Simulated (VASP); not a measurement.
# TiB2 in VASP: further runs

The runs below take TiB2 through electric field gradients, with PBE.

Everything below comes from runs of VASP 6.6.1. Logs are shortened: lines on timing, memory, paths and dates and some standing lists are left out, and cuts for length are marked.

### Step 1. The cell of the first run

The structure is hexagonal, space group P6/mmm (No. 191). The conventional cell has a = 3.026 Å, b = 3.026 Å, c = 3.229 Å, α = 90.00°, β = 90.00°, γ = 120.00°. Ti (site symmetry 6/mmm) has 12 B at 2.38 Å and 6 Ti at 3.03 Å within 3.1 Å. Within 2.4 Å of B (site symmetry -6m2) lie 3 B at 1.75 Å and 6 Ti at 2.38 Å.

### Step 2. Electric field gradients, PBE

Contents of INCAR:

```
  PREC = Accurate
  ENCUT = 520
  EDIFF = 1E-8
  ISMEAR = -1
  SIGMA = 0.05
  LREAL = F
  LASPH = T
  NELM = 80
  ALGO = Normal
  ISIF = 2
  LWAVE = F
  LCHARG = F
  GGA = PE
  LEFG = T
  NBANDS = 16
```

Contents of KPOINTS:

```
regular mesh
0
Gamma
  10 10 9
```

Contents of POSCAR:

```
TiB2
1.0
    3.0259273119      0.0000000000      0.0000000000
   -1.5129636559      2.6205299221      0.0000000000
    0.0000000000      0.0000000000      3.2287677100
Ti B
1 2
Direct
    0.0000000000      0.0000000000      0.0000000000
    0.3333333333      0.6666666667      0.5000000000
    0.6666666667      0.3333333333      0.5000000000
```

Potentials or basis: VASP PAW PBE potentials, release 64 (Ti_sv, B).

Command:

```
> cat potpaw_PBE.64/Ti_sv/POTCAR potpaw_PBE.64/B/POTCAR > POTCAR
> mpirun -np 1 vasp_std > vasp.out
```

OUTCAR:

```text
PREC = Accurate
   ENCUT = 520
   EDIFF = 1E-8
   ISMEAR = -1
   LREAL = F
   LASPH = T
   NELM = 80
   ISIF = 2
   GGA = PE

 ion  position               nearest neighbor table
   1  0.000  0.000  0.000-   2 2.38   3 2.38   2 2.38   3 2.38   2 2.38   2 2.38   3 2.38   3 2.38
                             3 2.38   3 2.38   2 2.38   2 2.38
   2  0.333  0.667  0.500-   3 1.75   3 1.75   3 1.75   1 2.38   1 2.38   1 2.38   1 2.38   1 2.38
                             1 2.38
   3  0.667  0.333  0.500-   2 1.75   2 1.75   2 1.75   1 2.38   1 2.38   1 2.38   1 2.38   1 2.38
                             1 2.38

  LATTYP: Found a hexagonal cell.
 ALAT       =     3.0259273119
 C/A-ratio  =     1.0670341278

  Lattice vectors:

 A1 = (   3.0259273119,   0.0000000000,   0.0000000000)
 A2 = (  -1.5129636559,   2.6205299221,   0.0000000000)
 A3 = (   0.0000000000,   0.0000000000,   3.2287677100)

Analysis of symmetry for initial positions (statically):
=====================================================================
 Subroutine PRICEL returns:
 Original cell was already a primitive cell.

 Routine SETGRP: Setting up the symmetry group for a
 hexagonal supercell.

 Subroutine GETGRP returns: Found 24 space group operations
 (whereof 24 operations were pure point group operations)
 out of a pool of 24 trial point group operations.

The static configuration has the point symmetry D_6h.

Analysis of symmetry for dynamics (positions and initial velocities):
=====================================================================
 Subroutine PRICEL returns:
 Original cell was already a primitive cell.

 Routine SETGRP: Setting up the symmetry group for a
 hexagonal supercell.

 Subroutine GETGRP returns: Found 24 space group operations
 (whereof 24 operations were pure point group operations)
 out of a pool of 24 trial point group operations.

The dynamic configuration has the point symmetry D_6h.

 Subroutine INISYM returns: Found 24 space group operations
 (whereof 24 operations are pure point group operations),
 and found     1 'primitive' translations

----------------------------------------------------------------------------------------

                                     Primitive cell

  volume of cell :      25.6026

  direct lattice vectors                    reciprocal lattice vectors
     3.025927312  0.000000000  0.000000000     0.330477205  0.190801103  0.000000000
    -1.512963656  2.620529922  0.000000000     0.000000000  0.381602206  0.000000000
     0.000000000  0.000000000  3.228767710     0.000000000  0.000000000  0.309715684

  length of vectors
     3.025927312  3.025927312  3.228767710     0.381602206  0.381602206  0.309715684

  position of ions in fractional coordinates (direct lattice)
     0.000000000  0.000000000  0.000000000
     0.333333333  0.666666667  0.500000000
     0.666666667  0.333333333  0.500000000

  ion indices of the primitive-cell ions
   primitive index   ion index
                 1           1
                 2           2
                 3           3

----------------------------------------------------------------------------------------

 KPOINTS: regular mesh

Automatic generation of k-mesh.
 Grid dimensions read from file:
 generate k-points for:   10   10    9

 Generating k-lattice:

  Cartesian coordinates                     Fractional coordinates (reciprocal lattice)
     0.033047720  0.019080110  0.000000000     0.100000000  0.000000000  0.000000000
     0.000000000  0.038160221  0.000000000     0.000000000  0.100000000  0.000000000
[... 39 lines left out ...]
 [... further k-points ...]
   k-points           NKPTS =     70   k-points in BZ     NKDIM =     70   number of bands    NBANDS=     16
   number of dos      NEDOS =    301   number of ions     NIONS =      3
   total plane-waves  NPLWV =  13824
   dimension x,y,z NGX =    24 NGY =   24 NGZ =   24
   dimension x,y,z NGXF=    48 NGYF=   48 NGZF=   48
   ions per type =               1   2
   NGX,Y,Z   is equivalent  to a cutoff of  13.19, 13.19, 12.36 a.u.
   NGXF,Y,Z  is equivalent  to a cutoff of  26.37, 26.37, 24.71 a.u.
 SYSTEM =  unknown system
   PREC   = accura    normal or accurate (medium, high low for compatibility)
   ISTART =      0    job   : 0-new  1-cont  2-samecut
   ICHARG =      2    charge: 1-file 2-atom 10-const
   ISPIN  =      1    spin polarized calculation?
   LNONCOLLINEAR =      F non collinear calculations
   LSORBIT =      F    spin-orbit coupling
   LASPH  =      T    aspherical Exc in radial PAW
   ENCUT  =  520.0 eV  38.22 Ry    6.18 a.u.   5.63  5.63  6.00*2*pi/ulx,y,z
   NELM   =     80;   NELMIN=  2; NELMDL= -5     # of ELM steps
   EDIFF  = 0.1E-07   stopping-criterion for ELM
   LREAL  =      F    real-space projection
   EDIFFG = 0.1E-06   stopping-criterion for IOM
   NSW    =      0    number of steps for IOM
   IBRION =     -1    ionic relax: 0-MD 1-quasi-New 2-CG
   NFREE  =      0    steps in history (QN), initial steepest desc. (CG)
   ISIF   =      2    stress and relaxation
   ISYM   =      2    0-nonsym 1-usesym 2-fastsym
   POTIM  = 0.5000    time-step for ionic-motion
   TEBEG  =    0.0;   TEEND  =   0.0 temperature during run
   PSTRESS=    0.0 pullay stress
   NELECT =      18.0000    total number of electrons
   NUPDOWN=      -1.0000    fix difference up-down
   EMIN   =  10.00;   EMAX   =-10.00  energy-range for DOS
   EFERMI =   0.00;   METHOD = LEGACY
   ISMEAR =    -1;   SIGMA  =   0.05  broadening in eV -4-tet -1-fermi 0-gaus
   EFERMI_NEDOS =   21; number of points for ismear=-14 and -15
   IALGO  =     38    algorithm
   IMIX   =      4    mixing-type and parameters
     AMIX     =   0.40;   BMIX     =  1.00
     AMIX_MAG =   1.60;   BMIX_MAG =  1.00
  volume/ion in A,a.u.               =       8.53        57.59
  Fermi-wavevector in a.u.,A,eV,Ry     =   1.455697  2.750868 28.831460  2.119053
  Thomas-Fermi vector in A             =   2.572701
   LORBIT       =      0    0 simple, 1 ext, 2 COOP (PROOUT), +10 PAW based schemes
   GGA     = PE    functional components
   LHFCALC =     F    Hartree Fock is set to
   AEXX    =    0.0000 exact exchange contribution
   IVDW    =     0    specifies the selected vdW correction
   LEPSILON=     F    determine dielectric tensor
   LRPA    =     F    only Hartree local field effects (RPA)
 non-spin polarized calculation
  energy-cutoff  :      520.00
  volume of cell :       25.60
 maximum number of plane-waves:       721
 NGX is ok and might be reduce to    24
   NGX = 11   NGY = 11   NGZ = 13

 number of electron      18.0000002 magnetization

 Free energy of the ion-electron system (eV)
  ---------------------------------------------------
  ext. energy  EPLUGINS =         0.00000000
  ---------------------------------------------------
  free energy    TOTEN  =       -24.42741803 eV

  energy without entropy =      -24.42317217  energy(sigma->0) =      -24.42529510

 E-fermi :   9.9558     XC(G=0): -12.7781

 val. band max:        9.8928596687   @ k =   0.0000   0.0000   0.4444
 cond. band min:       9.9641972048   @ k =   0.3000   0.2000   0.0000
 fundamental gap:      0.0713375361
 Fermi energy:         9.9558422454

 k-point     1 :       0.0000    0.0000    0.0000
  band No.  band energies     occupation
      1     -46.9348      2.00000
      2     -23.2825      2.00000
      3     -22.9724      2.00000
      4     -22.9724      2.00000
      5      -3.4978      2.00000
      6       7.4235      2.00000
[... 433 lines left out ...]
      3     -23.2330      2.00000
      4     -23.0862      2.00000
      5       0.1699      2.00000
      6       1.6190      2.00000
[... 8 lines left out ...]
     15      18.6187      0.00000
     16      19.3498      0.00000

 [... further k-points ...]

------------------------ aborting loop because EDIFF is reached ----------------------------------------

  FORCE on cell =-STRESS in cart. coord.  units (eV):
  Direction    XX          YY          ZZ          XY          YZ          ZX
  --------------------------------------------------------------------------------------
  -------------------------------------------------------------------------------------
  Total        0.2238606      0.2238606      0.0395784      0.0000000      0.0000000      0.0000000
  in kB       14.0088927     14.0088927      2.4767624      0.0000000      0.0000000      0.0000000
  external PRESSURE =      10.1648493 kB  Pullay stress =       0.0000000 kB

 VOLUME and BASIS-vectors are now :
 -----------------------------------------------------------------------------
  energy-cutoff  :      520.00
  volume of cell :       25.60
      direct lattice vectors                 reciprocal lattice vectors
     3.025927312  0.000000000  0.000000000     0.330477205  0.190801103  0.000000000
    -1.512963656  2.620529922  0.000000000     0.000000000  0.381602206  0.000000000
     0.000000000  0.000000000  3.228767710     0.000000000  0.000000000  0.309715684

 POSITION                                       TOTAL-FORCE (eV/Angst)
 -----------------------------------------------------------------------------------
      0.00000      0.00000      0.00000        -0.000000      0.000000      0.000000
     -0.00000      1.74702      1.61438         0.000000      0.000000      0.000000
      1.51296      0.87351      1.61438        -0.000000     -0.000000     -0.000000
 -----------------------------------------------------------------------------------
    total drift:                               -0.000000      0.000000      0.000000

  FREE ENERGIE OF THE ION-ELECTRON SYSTEM (eV)
  ---------------------------------------------------
  free  energy   TOTEN  =       -24.4274180296 eV

  energy  without entropy=      -24.4231721693  energy(sigma->0) =      -24.42529510

 Electric field gradients (V/A^2)
---------------------------------------------------------------------
 ion       V_xx      V_yy      V_zz      V_xy      V_xz      V_yz
---------------------------------------------------------------------
   1      -8.659    -8.661    17.320    -0.001     0.000    -0.000
   2      -2.316    -2.316     4.632     0.000     0.000    -0.000
   3      -2.316    -2.316     4.632     0.000     0.000     0.000
---------------------------------------------------------------------

 Electric field gradients after diagonalization (V/A^2)
 (convention: |V_zz| > |V_xx| > |V_yy|)
----------------------------------------------------------------------
 ion       V_xx      V_yy      V_zz     asymmetry (V_yy - V_xx)/ V_zz
----------------------------------------------------------------------
   1      -8.662    -8.659    17.320       0.000
   2      -2.316    -2.316     4.632       0.000
   3      -2.316    -2.316     4.632       0.000
----------------------------------------------------------------------

           NMR quadrupolar parameters

 Cq : quadrupolar parameter    Cq=e*Q*V_zz/h
 eta: asymmetry parameters     (V_yy - V_xx)/ V_zz
 Q  : nuclear electric quadrupole moment in mb (millibarn)
----------------------------------------------------------------------
 ion       Cq(MHz)       eta       Q (mb)
----------------------------------------------------------------------
   1       0.042       0.000       1.000
   2       0.011       0.000       1.000
   3       0.011       0.000       1.000
----------------------------------------------------------------------
```

Run time: 40 s. Hardware: 1 thread of Intel Xeon 8259CL, shared host; peak memory 0.15 GiB.

Results:

- Free energy: -24.4274 eV
- Pressure: 1.0 GPa
- Band gap on the k mesh: zero (bands 9 and 10 overlap by 0.36 eV)
- Largest electric field gradient by atom: Ti +17.3; B +4.6 V/Å²

Electric field gradients, principal values (V/Å²):
```tsv
atom	least	middle	greatest (by size)
1 Ti	-8.659	-8.662	17.320
2 B	-2.316	-2.316	4.632
3 B	-2.316	-2.316	4.632
```

Caveat: without QUAD_EFG the Cq values of the log hold for a quadrupole moment of 1 mb, not for the nuclei.

### Step 3. Electric field gradients, PBE (shortest bond scaled by 1.12)

Contents of INCAR:

```
PREC     = Accurate       # precision mode
ENCUT    = 520            # plane-wave cutoff, eV
EDIFF    = 1E-8           # SCF threshold, eV
ISMEAR   = -1             # smearing method
SIGMA    = 0.05           # smearing width, eV
LREAL    = False          # projectors in reciprocal space
LASPH    = True           # aspherical terms in the spheres
NELM     = 60             # most SCF steps
ALGO     = Normal         # electronic algorithm
ISIF     = 2              # what is computed and relaxed
LWAVE    = False          # write WAVECAR
LCHARG   = False          # write CHGCAR
GGA      = PE             # functional
LEFG     = True         
NBANDS   = 16             # bands
```

KPOINTS is that of step 2.

Contents of POSCAR:

```
TiB2
1.0
    3.0259273119      0.0000000000      0.0000000000
   -1.5129636559      2.6205299221      0.0000000000
    0.0000000000      0.0000000000      3.2287677100
Ti B
1 2
Direct
    0.0000000000      0.0000000000      0.0000000000
    0.3733333333      0.6866666667      0.5000000000
    0.6266666667      0.3133333333      0.5000000000
```

Potentials or basis: VASP PAW PBE potentials, release 64 (Ti_sv, B).

Command:

```
> cat potpaw_PBE.64/Ti_sv/POTCAR potpaw_PBE.64/B/POTCAR > POTCAR
> mpirun -np 1 vasp_std > vasp.out
```

OUTCAR:

```text
PREC = Accurate
   ENCUT = 520
   EDIFF = 1E-8
   ISMEAR = -1
   LREAL = False
   LASPH = True
   NELM = 60
   ISIF = 2
   GGA = PE

 ion  position               nearest neighbor table
   1  0.000  0.000  0.000-   3 2.30   3 2.30   2 2.30   2 2.30   2 2.42   3 2.42   2 2.42   3 2.42
                             3 2.42   3 2.42   2 2.42   2 2.42
   2  0.373  0.687  0.500-   3 1.65   3 1.65   3 1.96   1 2.30   1 2.30   1 2.42   1 2.42   1 2.42
                             1 2.42
   3  0.627  0.313  0.500-   2 1.65   2 1.65   2 1.96   1 2.30   1 2.30   1 2.42   1 2.42   1 2.42
                             1 2.42

  LATTYP: Found a hexagonal cell.
 ALAT       =     3.0259273119
 C/A-ratio  =     1.0670341278

  Lattice vectors:

 A1 = (   3.0259273119,   0.0000000000,   0.0000000000)
 A2 = (  -1.5129636559,   2.6205299221,   0.0000000000)
 A3 = (   0.0000000000,   0.0000000000,   3.2287677100)

Analysis of symmetry for initial positions (statically):
=====================================================================
 Subroutine PRICEL returns:
[... 655 lines left out ...]

 POSITION                                       TOTAL-FORCE (eV/Angst)
 -----------------------------------------------------------------------------------
      0.00000      0.00000      0.00000        -0.000000      0.000000      0.000000
      0.09078      1.79943      1.61438        -2.169320     -1.252458      0.000000
      1.42219      0.82110      1.61438         2.169320      1.252458      0.000000
 -----------------------------------------------------------------------------------
    total drift:                                0.000000     -0.000000     -0.000000

  FREE ENERGIE OF THE ION-ELECTRON SYSTEM (eV)
  ---------------------------------------------------
  free  energy   TOTEN  =       -24.1388779405 eV

  energy  without entropy=      -24.1355613928  energy(sigma->0) =      -24.13721967

 Electric field gradients (V/A^2)
---------------------------------------------------------------------
 ion       V_xx      V_yy      V_zz      V_xy      V_xz      V_yz
---------------------------------------------------------------------
   1     -10.998    -5.579    16.576    -4.695     0.000     0.000
   2       1.320    -5.887     4.567     6.241    -0.000     0.000
   3       1.320    -5.887     4.567     6.241    -0.000     0.000
---------------------------------------------------------------------

 Electric field gradients after diagonalization (V/A^2)
 (convention: |V_zz| > |V_xx| > |V_yy|)
----------------------------------------------------------------------
 ion       V_xx      V_yy      V_zz     asymmetry (V_yy - V_xx)/ V_zz
----------------------------------------------------------------------
   1     -13.709    -2.867    16.576       0.654
   2       4.924     4.567    -9.490       0.038
   3       4.924     4.567    -9.490       0.038
----------------------------------------------------------------------

           NMR quadrupolar parameters

 Cq : quadrupolar parameter    Cq=e*Q*V_zz/h
 eta: asymmetry parameters     (V_yy - V_xx)/ V_zz
 Q  : nuclear electric quadrupole moment in mb (millibarn)
----------------------------------------------------------------------
 ion       Cq(MHz)       eta       Q (mb)
----------------------------------------------------------------------
   1       0.040       0.654       1.000
   2      -0.023       0.038       1.000
   3      -0.023       0.038       1.000
----------------------------------------------------------------------
```

It took 76 s on 1 thread of Intel Xeon 8259CL, shared host; peak memory 0.19 GiB.

What came out:

```yaml
Free_energy: -24.1389 eV
Pressure: 5.1 GPa
Largest_force: 2.505 eV/Å
Band_gap_on_the_k_mesh: zero (bands 9 and 10 overlap by 0.35 eV)
Largest_electric_field_gradient_by_atom: Ti +16.6; B -9.5 V/Å²
```

Forces on the atoms (eV/Å):
```
Ti   0.000  0.000  0.000
B   -2.169 -1.252  0.000
B    2.169  1.252  0.000
```

Electric field gradients, principal values (V/Å²):
```csv
atom,least,middle,greatest (by size)
1 Ti,-2.867,-13.709,16.576
2 B,4.567,4.924,-9.490
3 B,4.567,4.924,-9.490
```

Caveat: the cell differs from its parent crystal (shortest bond scaled by 1.12); the stress differs along the axes, from 0 to 9 GPa; without QUAD_EFG the Cq values of the log hold for a quadrupole moment of 1 mb, not for the nuclei; forces of over 1 eV/Å act on the atoms, so gaps and moduli don't describe the material at rest.

(Continued in part 2 of 2.)

The gap in the log of VASP goes by the Fermi energy; the results here count the filled bands.